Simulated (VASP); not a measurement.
# Te2Mo (P6_3/mmc) in VASP: further runs, part 2 of 2

VASP 6.6.1. Earlier steps stand in the parts before.

### 3 Single point, r2SCAN+rVV10

This run uses another cell than the first one, of 25.67 Å³/atom.

The input, POSCAR:

```
Te2Mo
1.0
    3.5421321080      0.0000000000      0.0000000000
   -1.7710660540      3.0675763891      0.0000000000
    0.0000000000      0.0000000000     14.1766477339
Mo Te
2 4
Direct
    0.3333333333      0.6666666667      0.2500000000
    0.6666666667      0.3333333333      0.7500000000
    0.6666666667      0.3333333333      0.3765847517
    0.6666666667      0.3333333333      0.1234152483
    0.3333333333      0.6666666667      0.8765847517
    0.3333333333      0.6666666667      0.6234152483
```

The input, INCAR.step1:

```
SYSTEM = Te2Mo
PREC = Accurate
ENCUT = 520
ISMEAR = -1
SIGMA = 0.02
LREAL = .False.
LASPH = .True.
NELM = 60
NBANDS = 35
GGA = PE
ALGO = Normal
EDIFF = 1E-4
LWAVE = .True.
LCHARG = .False.
```

The input, INCAR.step2:

```
SYSTEM = Te2Mo
PREC = Accurate
ENCUT = 520
EDIFF = 1E-6
ISMEAR = -1
SIGMA = 0.02
LREAL = .False.
LASPH = .True.
NELM = 60
ALGO = Normal
ISIF = 2
LWAVE = .False.
LCHARG = .False.
METAGGA = R2SCAN
LMIXTAU = .True.
LUSE_VDW = .True.
IVDW_NL = 2
BPARAM = 11.95
CPARAM = 0.0093
NBANDS = 35
ISTART = 1
```

The input, KPOINTS:

```
regular mesh
0
Gamma
  12 12 2
  0 0 0
```

Potentials or basis: VASP PAW PBE potentials, release 64 (Mo_sv, Te).

Command:

```console
cat potpaw_PBE.64/Mo_sv/POTCAR potpaw_PBE.64/Te/POTCAR > POTCAR
cp INCAR.step1 INCAR
mpirun -np 1 vasp_std > vasp.out
cp INCAR.step2 INCAR
mpirun -np 1 vasp_std > vasp.out
```

OUTCAR:

```text
SYSTEM = Te2Mo
   PREC = Accurate
   ENCUT = 520
   EDIFF = 1E-6
   ISMEAR = -1
   LREAL = .False.
   LASPH = .True.
   NELM = 60
   ISIF = 2
   METAGGA = R2SCAN
   IVDW_NL = 2
   BPARAM = 11.95
   ISTART = 1

 ion  position               nearest neighbor table
   1  0.333  0.667  0.250-   3 2.72   4 2.72   3 2.72   4 2.72   3 2.72   4 2.72
   2  0.667  0.333  0.750-   5 2.72   6 2.72   5 2.72   6 2.72   5 2.72   6 2.72
   3  0.667  0.333  0.377-   1 2.72   1 2.72   1 2.72   4 3.59
   4  0.667  0.333  0.123-   1 2.72   1 2.72   1 2.72   3 3.59
   5  0.333  0.667  0.877-   2 2.72   2 2.72   2 2.72   6 3.59
   6  0.333  0.667  0.623-   2 2.72   2 2.72   2 2.72   5 3.59

  LATTYP: Found a hexagonal cell.
 ALAT       =     3.5421321080
 C/A-ratio  =     4.0022922075

  Lattice vectors:

 A1 = (   3.5421321080,   0.0000000000,   0.0000000000)
 A2 = (  -1.7710660540,   3.0675763891,   0.0000000000)
 A3 = (   0.0000000000,   0.0000000000,  14.1766477339)

Analysis of symmetry for initial positions (statically):
=====================================================================
 Subroutine PRICEL returns:
 Original cell was already a primitive cell.

 Routine SETGRP: Setting up the symmetry group for a
 hexagonal supercell.

 Subroutine GETGRP returns: Found 24 space group operations
 (whereof 12 operations were pure point group operations)
 out of a pool of 24 trial point group operations.

The static configuration has the point symmetry D_3d.
 The point group associated with its full space group is D_6h.

Analysis of symmetry for dynamics (positions and initial velocities):
=====================================================================
 Subroutine PRICEL returns:
 Original cell was already a primitive cell.

 Routine SETGRP: Setting up the symmetry group for a
 hexagonal supercell.

 Subroutine GETGRP returns: Found 24 space group operations
 (whereof 12 operations were pure point group operations)
 out of a pool of 24 trial point group operations.

The dynamic configuration has the point symmetry D_3d.
 The point group associated with its full space group is D_6h.

 Subroutine INISYM returns: Found 24 space group operations
 (whereof 12 operations are pure point group operations),
 and found     1 'primitive' translations

----------------------------------------------------------------------------------------

                                     Primitive cell

  volume of cell :     154.0401

  direct lattice vectors                    reciprocal lattice vectors
     3.542132108  0.000000000  0.000000000     0.282315840  0.162995126  0.000000000
    -1.771066054  3.067576389  0.000000000     0.000000000  0.325990252  0.000000000
     0.000000000  0.000000000 14.176647734     0.000000000  0.000000000  0.070538538

  length of vectors
     3.542132108  3.542132108 14.176647734     0.325990252  0.325990252  0.070538538

  position of ions in fractional coordinates (direct lattice)
     0.333333333  0.666666667  0.250000000
[... 38 lines left out ...]

 Found     38 irreducible k-points:

 Following reciprocal coordinates:
            Coordinates               Weight
  0.000000  0.000000  0.000000      1.000000
  0.083333  0.000000  0.000000      6.000000
  0.166667 -0.000000  0.000000      6.000000
  0.250000 -0.000000  0.000000      6.000000
  0.333333 -0.000000  0.000000      6.000000
  0.416667  0.000000  0.000000      6.000000
[... 16 lines left out ...]
  0.250000 -0.000000  0.500000      6.000000
  0.333333 -0.000000  0.500000      6.000000
 [... further k-points ...]
   k-points           NKPTS =     38   k-points in BZ     NKDIM =     38   number of bands    NBANDS=     35
   number of dos      NEDOS =    301   number of ions     NIONS =      6
   total plane-waves  NPLWV =  84672
   dimension x,y,z NGX =    28 NGY =   28 NGZ =  108
   dimension x,y,z NGXF=    56 NGYF=   56 NGZF=  216
   ions per type =               2   4
   NGX,Y,Z   is equivalent  to a cutoff of  13.14, 13.14, 12.66 a.u.
   NGXF,Y,Z  is equivalent  to a cutoff of  26.28, 26.28, 25.33 a.u.
 SYSTEM =  Te2Mo
   PREC   = accura    normal or accurate (medium, high low for compatibility)
   ISTART =      1    job   : 0-new  1-cont  2-samecut
   ICHARG =      0    charge: 1-file 2-atom 10-const
   ISPIN  =      1    spin polarized calculation?
   LNONCOLLINEAR =      F non collinear calculations
   LSORBIT =      F    spin-orbit coupling
   LASPH  =      T    aspherical Exc in radial PAW
   ENCUT  =  520.0 eV  38.22 Ry    6.18 a.u.   6.59  6.59 26.36*2*pi/ulx,y,z
   NELM   =     60;   NELMIN=  2; NELMDL=  0     # of ELM steps
   EDIFF  = 0.1E-05   stopping-criterion for ELM
   LREAL  =      F    real-space projection
   EDIFFG = 0.1E-04   stopping-criterion for IOM
   NSW    =      0    number of steps for IOM
   IBRION =     -1    ionic relax: 0-MD 1-quasi-New 2-CG
   NFREE  =      0    steps in history (QN), initial steepest desc. (CG)
   ISIF   =      2    stress and relaxation
   ISYM   =      2    0-nonsym 1-usesym 2-fastsym
   POTIM  = 0.5000    time-step for ionic-motion
   TEBEG  =    0.0;   TEEND  =   0.0 temperature during run
   PSTRESS=    0.0 pullay stress
   NELECT =      52.0000    total number of electrons
   NUPDOWN=      -1.0000    fix difference up-down
   EMIN   =  10.00;   EMAX   =-10.00  energy-range for DOS
   EFERMI =   0.00;   METHOD = LEGACY
   ISMEAR =    -1;   SIGMA  =   0.02  broadening in eV -4-tet -1-fermi 0-gaus
   EFERMI_NEDOS =   21; number of points for ismear=-14 and -15
   IALGO  =     38    algorithm
   IMIX   =      4    mixing-type and parameters
     AMIX     =   0.40;   BMIX     =  1.00
     AMIX_MAG =   1.60;   BMIX_MAG =  1.00
  volume/ion in A,a.u.               =      25.67       173.25
  Fermi-wavevector in a.u.,A,eV,Ry     =   1.139895  2.154089 17.678864  1.299360
  Thomas-Fermi vector in A             =   2.276597
   LORBIT       =      0    0 simple, 1 ext, 2 COOP (PROOUT), +10 PAW based schemes
   METAGGA = R2SCAN    functional components
   LHFCALC =     F    Hartree Fock is set to
   AEXX    =    0.0000 exact exchange contribution
   IVDW_NL    =     2    kernel type
   BPARAM     =11.9500
   IVDW    =     0    specifies the selected vdW correction
   LEPSILON=     F    determine dielectric tensor
   LRPA    =     F    only Hartree local field effects (RPA)
 non-spin polarized calculation
  energy-cutoff  :      520.00
  volume of cell :      154.04
 maximum number of plane-waves:      4205
 NGX is ok and might be reduce to    28
   NGX = 13   NGY = 13   NGZ = 53

 number of electron      52.0000003 magnetization

 Free energy of the ion-electron system (eV)
  ---------------------------------------------------
  ext. energy  EPLUGINS =         0.00000000
  ---------------------------------------------------
  free energy    TOTEN  =      -154.51147306 eV

  energy without entropy =     -154.51147306  energy(sigma->0) =     -154.51147306

 E-fermi :   8.1477     XC(G=0): -10.8945

 val. band max:        7.6819088386   @ k =   0.0000   0.0000   0.0000
 cond. band min:       8.5905618934   @ k =   0.2500   0.1667   0.0000
 fundamental gap:      0.9086530548
 Fermi energy:         8.1477057235

 k-point     1 :       0.0000    0.0000    0.0000
  band No.  band energies     occupation
      1     -55.0977      2.00000
      2     -55.0977      2.00000
      3     -28.5296      2.00000
      4     -28.5296      2.00000
      5     -28.4249      2.00000
      6     -28.4249      2.00000
[... 901 lines left out ...]
     34      11.3119      0.00000
     35      13.2555      0.00000

 [... further k-points ...]

------------------------ aborting loop because EDIFF is reached ----------------------------------------

  FORCE on cell =-STRESS in cart. coord.  units (eV):
  Direction    XX          YY          ZZ          XY          YZ          ZX
  --------------------------------------------------------------------------------------
  -------------------------------------------------------------------------------------
  Total        0.3620527      0.3620527      0.4561755      0.0000000     -0.0000000      0.0000000
  in kB        3.7657261      3.7657261      4.7447012      0.0000000     -0.0000000      0.0000000
  external PRESSURE =       4.0920511 kB  Pullay stress =       0.0000000 kB

 VOLUME and BASIS-vectors are now :
 -----------------------------------------------------------------------------
  energy-cutoff  :      520.00
  volume of cell :      154.04
      direct lattice vectors                 reciprocal lattice vectors
     3.542132108  0.000000000  0.000000000     0.282315840  0.162995126  0.000000000
    -1.771066054  3.067576389  0.000000000     0.000000000  0.325990252  0.000000000
     0.000000000  0.000000000 14.176647734     0.000000000  0.000000000  0.070538538

 POSITION                                       TOTAL-FORCE (eV/Angst)
 -----------------------------------------------------------------------------------
     -0.00000      2.04505      3.54416        -0.000000      0.000000      0.000000
      1.77107      1.02253     10.63249         0.000000     -0.000000      0.000000
      1.77107      1.02253      5.33871        -0.000000     -0.000000      0.047054
      1.77107      1.02253      1.74961        -0.000000     -0.000000     -0.047054
     -0.00000      2.04505     12.42703        -0.000000      0.000000      0.047054
     -0.00000      2.04505      8.83794        -0.000000      0.000000     -0.047054
 -----------------------------------------------------------------------------------
    total drift:                               -0.000000      0.000000     -0.000000

  FREE ENERGIE OF THE ION-ELECTRON SYSTEM (eV)
  ---------------------------------------------------
  free  energy   TOTEN  =      -154.5114730648 eV

  energy  without entropy=     -154.5114730648  energy(sigma->0) =     -154.51147306
```

Run time: 30 min. Hardware: 1 thread of AMD EPYC 7R13, shared host; peak memory 0.68 GiB.

Results:

* Free energy: -154.5115 eV
* Pressure: 0.4 GPa
* Largest force: 0.047 eV/Å
* Band gap on the k mesh: 0.91 eV (least direct gap 1.09 eV)

Forces in eV/Å, atoms in the order of the input:
```
Mo   0.000  0.000  0.000
Mo   0.000  0.000  0.000
Te   0.000  0.000  0.047
Te   0.000  0.000 -0.047
Te   0.000  0.000  0.047
Te   0.000  0.000 -0.047
```

Caveat: the PAW data sets were made with another functional, which shifts forces and pressure a little; spin-orbit coupling is left out, which moves the levels of the heavy elements. A k mesh can miss the band edges.
